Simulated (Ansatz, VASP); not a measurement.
## LiBeF3 in VASP and in Ansatz

POSCAR

```
LiBeF3
1.0
    2.7679917667      0.0000000000      0.0000000000
    0.0000000000      2.6139493035      4.0827080920
    0.0000000000     -2.6139493035      4.0827080920
Li Be F
1 1 3
Direct
    0.5000000000      0.6939360734      0.6939360734
    0.0000000000      0.0547817975      0.0547817975
    0.5000000000      0.9446222067      0.9446222067
    0.0000000000      0.9051570211      0.4010331212
    0.0000000000      0.4010331212      0.9051570211
```

File INCAR.step1:

```
SYSTEM = LiBeF3
PREC     = Accurate       ! precision mode
ENCUT    = 520            ! plane-wave cutoff, eV
ISMEAR   = 0              ! smearing method
SIGMA    = 0.02           ! smearing width, eV
LREAL    = .FALSE.        ! projectors in reciprocal space
LASPH    = .TRUE.         ! aspherical terms in the spheres
NELM     = 60             ! most SCF steps
NBANDS   = 21             ! bands
GGA      = PE             ! functional
ALGO     = Normal         ! electronic algorithm
EDIFF    = 1E-4           ! SCF threshold, eV
LWAVE    = .TRUE.         ! write WAVECAR
LCHARG   = .FALSE.        ! write CHGCAR
```

INCAR.step2

```
SYSTEM = LiBeF3
PREC     = Accurate       ! precision mode
ENCUT    = 520            ! plane-wave cutoff, eV
EDIFF    = 1E-6           ! SCF threshold, eV
ISMEAR   = 0              ! smearing method
SIGMA    = 0.02           ! smearing width, eV
LREAL    = .FALSE.        ! projectors in reciprocal space
LASPH    = .TRUE.         ! aspherical terms in the spheres
NELM     = 60             ! most SCF steps
ALGO     = Normal         ! electronic algorithm
ISIF     = 2              ! what is computed and relaxed
LWAVE    = .FALSE.        ! write WAVECAR
LCHARG   = .TRUE.         ! write CHGCAR
METAGGA  = R2SCAN         ! meta-GGA
LMIXTAU  = .TRUE.       
LELF     = .TRUE.         ! ELF
LVHAR    = .TRUE.       
NBANDS   = 21             ! bands
ISTART   = 1
```

KPOINTS

```
regular mesh
0
G
  8 6 6
  0 0 0
```

Input for Ansatz:

```yaml
crystal:
  lattice:
    - [2.7679917667, 0.0, 0.0]
    - [0.0, 2.6139493035, 4.082708092]
    - [0.0, -2.6139493035, 4.082708092]
  atoms:
    - { symbol: Li, position: [0.5, 0.6939360734, 0.6939360734] }
    - { symbol: Be, position: [0.0, 0.0547817975, 0.0547817975] }
    - { symbol: F, position: [0.5, 0.9446222067, 0.9446222067] }
    - { symbol: F, position: [0.0, 0.9051570211, 0.4010331212] }
    - { symbol: F, position: [0.0, 0.4010331212, 0.9051570211] }
basis:
  ecutwfc: 500
kpoints:
  mp_grid: { grid: [8, 6, 6] }
  band_path:
    path:
      - [[0.0, 0.0, 0.0], [0.0, 0.5, 0.5], [0.0, 0.64752034, 0.35247966]]
      - [[0.0, 0.35247966, -0.35247966], [0.0, 0.0, 0.0], [0.5, 0.0, 0.0], [0.5, 0.35247966, -0.35247966]]
      - [[0.5, 0.64752034, 0.35247966], [0.5, 0.5, 0.5], [0.0, 0.5, 0.5]]
      - [[0.0, 0.0, 0.0], [0.0, 0.5, 0.0], [0.5, 0.5, 0.0], [0.5, 0.0, 0.0], [0.5, 0.5, 0.5]]
    npoints: 14
hamiltonian:
  xc: r2scan
scf:
  occupations: { method: gaussian, width: 0.02 }
  n_extra_bands: 12
output:
  forces: true
  stress: true
  eigenvalues: true
  populations: true
  dos: { projected: true, de: 0.02, nscf_kmesh: { grid: [12, 9, 9] } }
  bader: true
  write_density: true
  write_potential: true
  elf: true
  volumetric_format: npy
```

Alike in both runs: task single point; functional r2SCAN; k mesh 8 × 6 × 6; occupations gaussian, width 0.02 eV; no spin polarisation.

|  | VASP | Ansatz |
| --- | --- | --- |
| version | VASP 6.6.1 | Ansatz 0.2.0 |
| potentials or method | VASP PAW PBE potentials, release 64 (Li_sv, Be, F), cutoff 520 eV | scalar-relativistic, plane waves, PAW |
| valence electrons in the cell | 26 | 26 |

VASP gave:

- gap on the k mesh at the Fermi level (eV): 8.29
- least direct gap on the mesh (eV): 8.33
- rms of the force components (eV/Å): 0.049

Question: Estimate Ansatz's values.

Answer: gap on the k mesh at the Fermi level (eV): 8.28; least direct gap on the mesh (eV): 8.32; rms of the force components (eV/Å): 0.073.

VASP's potentials were made for PBE, not for r2SCAN. Atom by atom the forces differ by 0.030 eV/Å (rms over components). With one functional, cell and mesh, what is left measures potentials, basis and numerics.

Noted on VASP's run: the cutoff is short for stress, so the pressure is rough.
